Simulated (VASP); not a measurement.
# Nb (P-1) in VASP: a series of runs

Nb is run at these levels: PBEsol; tasks: single point, relaxation of cell and atoms.

Program: VASP 6.6.1. These are calculated values, not measurements. Logs are shortened: lines on timing, memory, paths and dates and some standing lists are left out, and cuts for length are marked.

### 1 The cell of the first run

The typed cell holds 7 atoms: a = 2.781 Å, b = 4.672 Å, c = 9.953 Å, α = 78.86°, β = 85.62°, γ = 88.03°.

### 2 Single point, PBEsol

Contents of INCAR:

```
SYSTEM = Nb
ALGO = Normal
EDIFF = 1E-7
ENCUT = 520
GGA = PS
ISIF = 2
ISMEAR = 0
LASPH = .True.
LCHARG = .False.
LREAL = .False.
LWAVE = .False.
NBANDS = 54
NELM = 100
PREC = Accurate
SIGMA = 0.1
```

Contents of KPOINTS:

```
k-points
0
Gamma
  6 4 2
  0 0 0
```

Contents of POSCAR:

```
Nb
1.0
    2.7811420000      0.0000000000      0.0000000000
    0.1609350000      4.6692300000      0.0000000000
    0.7593710000      1.8977590000      9.7409520000
Nb
7
Direct
    0.6474970000      0.2177850000      0.5712490000
    0.3525030000      0.7822150000      0.4287510000
    0.9392370000      0.6504380000      0.7136010000
    0.0607630000      0.3495620000      0.2863990000
    0.2232090000      0.0776300000      0.8566690000
    0.7767910000      0.9223700000      0.1433310000
    0.5000000000      0.5000000000      0.0000000000
```

Potentials or basis: VASP PAW PBE potentials, release 64 (Nb_sv).

Command:

```bash
cat potpaw_PBE.64/Nb_sv/POTCAR > POTCAR
mpirun -np 1 vasp_std > vasp.out
```

OUTCAR:

```text
SYSTEM = Nb
   EDIFF = 1E-7
   ENCUT = 520
   GGA = PS
   ISIF = 2
   ISMEAR = 0
   LASPH = .True.
   LREAL = .False.
   NELM = 100
   PREC = Accurate

 ion  position               nearest neighbor table
   1  0.647  0.218  0.571-   3 2.85   2 2.87   2 2.87   3 2.88   4 2.94   5 2.95
   2  0.353  0.782  0.429-   4 2.85   1 2.87   1 2.87   4 2.88   3 2.94   6 2.95
   3  0.939  0.650  0.714-   5 2.83   1 2.85   1 2.88   5 2.89   2 2.94   7 2.98
   4  0.061  0.350  0.286-   6 2.83   2 2.85   2 2.88   6 2.89   1 2.94   7 2.98
   5  0.223  0.078  0.857-   7 2.81   3 2.83   3 2.89   7 2.91   1 2.95   6 2.99
   6  0.777  0.922  0.143-   7 2.81   4 2.83   4 2.89   7 2.91   2 2.95   5 2.99
   7  0.500  0.500  0.000-   5 2.81   6 2.81   5 2.91   6 2.91   4 2.98   3 2.98

  LATTYP: Found a triclinic cell.
 ALAT       =     2.7811420000
 B/A-ratio  =     1.9251715068
 C/A-ratio  =     3.7886375220
 COS(alpha) =     0.0073703741
 COS(beta)  =     0.3360160123
 COS(gamma) =     0.4893763906

  Lattice vectors:

 A1 = (  -2.7811420000,   0.0000000000,   0.0000000000)
 A2 = (  -2.6202070000,   4.6692300000,   0.0000000000)
 A3 = (  -3.5405130000,  -1.8977590000,  -9.7409520000)

Analysis of symmetry for initial positions (statically):
=====================================================================
 Subroutine PRICEL returns:
 Original cell was already a primitive cell.

 Routine SETGRP: Setting up the symmetry group for a
 triclinic supercell.

 Subroutine GETGRP returns: Found  2 space group operations
 (whereof  2 operations were pure point group operations)
 out of a pool of  2 trial point group operations.

The static configuration has the point symmetry S_2 .

Analysis of symmetry for dynamics (positions and initial velocities):
=====================================================================
 Subroutine PRICEL returns:
 Original cell was already a primitive cell.

 Routine SETGRP: Setting up the symmetry group for a
 triclinic supercell.

 Subroutine GETGRP returns: Found  2 space group operations
 (whereof  2 operations were pure point group operations)
 out of a pool of  2 trial point group operations.

The dynamic configuration has the point symmetry S_2 .

 Subroutine INISYM returns: Found  2 space group operations
 (whereof  2 operations are pure point group operations),
 and found     1 'primitive' translations

----------------------------------------------------------------------------------------

                                     Primitive cell

[... 106 lines left out ...]
   ISIF   =      2    stress and relaxation
   ISYM   =      2    0-nonsym 1-usesym 2-fastsym
   POTIM  = 0.5000    time-step for ionic-motion
   TEBEG  =    0.0;   TEEND  =   0.0 temperature during run
   PSTRESS=    0.0 pullay stress
   NELECT =      91.0000    total number of electrons
   NUPDOWN=      -1.0000    fix difference up-down
   EMIN   =  10.00;   EMAX   =-10.00  energy-range for DOS
   EFERMI =   0.00;   METHOD = LEGACY
   ISMEAR =     0;   SIGMA  =   0.10  broadening in eV -4-tet -1-fermi 0-gaus
   EFERMI_NEDOS =   21; number of points for ismear=-14 and -15
   IALGO  =     38    algorithm
   IMIX   =      4    mixing-type and parameters
     AMIX     =   0.40;   BMIX     =  1.00
     AMIX_MAG =   1.60;   BMIX_MAG =  1.00
  volume/ion in A,a.u.               =      18.07       121.95
  Fermi-wavevector in a.u.,A,eV,Ry     =   1.466894  2.772027 29.276711  2.151778
  Thomas-Fermi vector in A             =   2.582577
   LORBIT       =      0    0 simple, 1 ext, 2 COOP (PROOUT), +10 PAW based schemes
   GGA     = PS    functional components
   LHFCALC =     F    Hartree Fock is set to
   AEXX    =    0.0000 exact exchange contribution
   IVDW    =     0    specifies the selected vdW correction
   LEPSILON=     F    determine dielectric tensor
   LRPA    =     F    only Hartree local field effects (RPA)
 non-spin polarized calculation
 Gauss-broadening in eV      SIGMA  =   0.10
  energy-cutoff  :      520.00
  volume of cell :      126.49
 maximum number of plane-waves:      3430
 NGX is ok and might be reduce to    24
   NGX = 11   NGY = 17   NGZ = 37

 number of electron      90.9999999 magnetization

 Free energy of the ion-electron system (eV)
  ---------------------------------------------------
  ext. energy  EPLUGINS =         0.00000000
  ---------------------------------------------------
  free energy    TOTEN  =       -76.54513296 eV

  energy without entropy =      -76.49844465  energy(sigma->0) =      -76.52178880

 E-fermi :  11.0491     XC(G=0): -12.6063

 val. band max:       11.0381052403   @ k =   0.3333   0.0000   0.5000
 cond. band min:      11.0536716483   @ k =   0.1667   0.0000   0.5000
 fundamental gap:      0.0155664080
 Fermi energy:        11.0491224172

 k-point     1 :       0.0000    0.0000    0.0000
  band No.  band energies     occupation
      1     -43.2616      2.00000
      2     -43.1608      2.00000
      3     -43.1607      2.00000
      4     -43.0239      2.00000
      5     -43.0236      2.00000
      6     -43.0115      2.00000
[... 1357 lines left out ...]
     53      13.3506      0.00000
     54      13.4843      0.00000

 [... further k-points ...]

------------------------ aborting loop because EDIFF is reached ----------------------------------------

  FORCE on cell =-STRESS in cart. coord.  units (eV):
  Direction    XX          YY          ZZ          XY          YZ          ZX
  --------------------------------------------------------------------------------------
  -------------------------------------------------------------------------------------
  Total       -4.2073331     -4.2704357     -5.0430258     -2.0791502      1.7823638     -0.5472210
  in kB      -53.2902357    -54.0894957    -63.8751507    -26.3345936     22.5754853     -6.9311214
  external PRESSURE =     -57.0849607 kB  Pullay stress =       0.0000000 kB

 VOLUME and BASIS-vectors are now :
 -----------------------------------------------------------------------------
  energy-cutoff  :      520.00
  volume of cell :      126.49
      direct lattice vectors                 reciprocal lattice vectors
     2.781142000  0.000000000  0.000000000     0.359564524 -0.012393160 -0.025615940
     0.160935000  4.669230000  0.000000000     0.000000000  0.214168075 -0.041724812
     0.759371000  1.897759000  9.740952000     0.000000000  0.000000000  0.102659370

 POSITION                                       TOTAL-FORCE (eV/Angst)
 -----------------------------------------------------------------------------------
      2.26962      2.10098      5.56451        -0.029751     -0.030653     -0.006000
      1.43183      4.46601      4.17644         0.029751      0.030653      0.006000
      3.25872      4.39129      6.95115        -0.062925     -0.041869      0.010349
      0.44273      2.17570      2.78980         0.062925      0.041869     -0.010349
      1.28380      1.98822      8.34477        -0.051477     -0.037394      0.002895
      2.41765      4.57877      1.39618         0.051477      0.037394     -0.002895
      1.47104      2.33461      0.00000         0.000000     -0.000000      0.000000
 -----------------------------------------------------------------------------------
    total drift:                                0.000000     -0.000000      0.000000

  FREE ENERGIE OF THE ION-ELECTRON SYSTEM (eV)
  ---------------------------------------------------
  free  energy   TOTEN  =       -76.5451329557 eV

  energy  without entropy=      -76.4984446493  energy(sigma->0) =      -76.52178880
```

It took 2.2 min on 1 thread of Intel Xeon 6975P-C (Granite Rapids), shared host; peak memory 0.32 GiB.

What came out:

```yaml
Free_energy: -76.5451 eV
Pressure: -5.7 GPa
Largest_force: 0.076 eV/Å
```

Forces on the atoms (eV/Å):
```
Nb  -0.030 -0.031 -0.006
Nb   0.030  0.031  0.006
Nb  -0.063 -0.042  0.010
Nb   0.063  0.042 -0.010
Nb  -0.051 -0.037  0.003
Nb   0.051  0.037 -0.003
Nb   0.000  0.000  0.000
```

Caveat: the k points lie up to 0.38 Å⁻¹ apart; the PAW data sets were made with another functional, which shifts forces and pressure a little.

### 3 Relaxation of cell and atoms, PBEsol

Contents of INCAR:

```
SYSTEM = Nb
PREC = Accurate
ENCUT = 600
EDIFF = 1E-6
ISMEAR = 0
SIGMA = 0.1
LREAL = .FALSE.
LASPH = .TRUE.
NELM = 100
ALGO = Normal
ISIF = 3
LWAVE = .FALSE.
LCHARG = .FALSE.
GGA = PS
IBRION = 2
NSW = 90
EDIFFG = -0.04
```

Contents of KPOINTS:

```
regular mesh
0
G
  6 4 2
  0 0 0
```

POSCAR is that of step 2.

Potentials or basis: VASP PAW PBE potentials, release 64 (Nb_sv).

Command:

```bash
cat potpaw_PBE.64/Nb_sv/POTCAR > POTCAR
mpirun -np 1 vasp_std > vasp.out
```

It took 17 min on 1 thread of Intel Xeon 6975P-C (Granite Rapids), shared host; peak memory 0.37 GiB.

The run converged. Its results:

```yaml
Free_energy: -76.7212 eV
Relaxed_volume: 17.49 Å³/atom
Relaxed_cell: a = 2.780 Å, b = 4.614 Å, c = 9.793 Å, α = 77.66°, β = 86.75°, γ = 91.40°
Space_group_after_relaxing_to_0.05_Å: C2/m (No. 12)
Energy_gained_by_relaxing: 25.0 meV/atom
Ionic_steps: 11
Pressure_after_relaxing: 0.1 GPa
Largest_force_after_relaxing: 0.038 eV/Å
```

Forces in eV/Å, atoms in the order of the input:
```
Nb  -0.010 -0.013  0.002
Nb   0.010  0.013 -0.002
Nb  -0.025 -0.029  0.002
Nb   0.025  0.029 -0.002
Nb  -0.020 -0.024  0.001
Nb   0.020  0.024 -0.001
Nb   0.000  0.000  0.000
```

Stress tensor (GPa, compression positive):
```
0.04 0.09 0.02
0.09 0.20 0.09
0.02 0.09 0.15
```

The path:
```tsv
step	energy change (eV)	largest force (eV/Å)	pressure (GPa)	volume (Å³)
1	0.0000	0.0761	-5.68	126.49
2	0.1260	0.1104	12.80	115.09
3	-0.1138	0.0936	1.06	121.73
4	-0.1609	0.0837	0.40	122.17
5	-0.1665	0.0759	0.11	122.36
6	-0.1665	0.0754	0.07	122.38
7	-0.1704	0.0673	-0.10	122.52
8	-0.1729	0.0572	-0.36	122.72
9	-0.1729	0.0465	0.88	121.94
10	-0.1738	0.0530	0.25	122.34
11	-0.1752	0.0382	0.13	122.45
```

Final structure:
```
CELL_PARAMETERS angstrom
2.77895 -0.08154 -0.01226
0.02301 4.61401 0.05600
0.65640 1.97422 9.56946
ATOMIC_POSITIONS crystal
Nb 0.64426 0.21598 0.57136
Nb 0.35574 0.78402 0.42864
Nb 0.93180 0.64669 0.71415
Nb 0.06820 0.35331 0.28585
Nb 0.21692 0.07454 0.85703
Nb 0.78308 0.92546 0.14297
Nb 0.50000 0.50000 0.00000
```

Levels at points of the mesh, in eV from the Fermi level:
| k point | band 44 | band 45 | band 46 | band 47 | band 48 | band 49 |
| --- | --- | --- | --- | --- | --- | --- |
| (0.00, 0.00, 0.00) | -0.51 | -0.51 | -0.14 | 0.29 | 0.77 | 1.11 |
| (0.50, 0.00, 0.00) | -1.10 | -0.13 | -0.13 | 2.26 | 2.49 | 2.49 |
| (0.00, 0.50, 0.00) | -0.69 | -0.32 | -0.32 | 0.67 | 0.74 | 2.31 |
| (0.50, 0.50, 0.00) | -0.38 | 0.48 | 0.48 | 0.65 | 0.67 | 2.25 |
| (0.00, 0.00, 0.50) | -0.38 | -0.38 | -0.35 | -0.03 | 0.00 | 1.28 |
| (0.50, 0.00, 0.50) | -0.52 | 0.20 | 0.20 | 0.94 | 0.96 | 3.06 |
| (0.00, 0.50, 0.50) | -0.78 | -0.32 | -0.32 | 0.82 | 0.87 | 2.03 |
| (0.50, 0.50, 0.50) | -0.38 | 0.42 | 0.42 | 0.75 | 0.79 | 2.32 |

Caveat: the k points lie up to 0.38 Å⁻¹ apart in the final cell; the PAW data sets were made with another functional, which shifts forces and pressure a little.
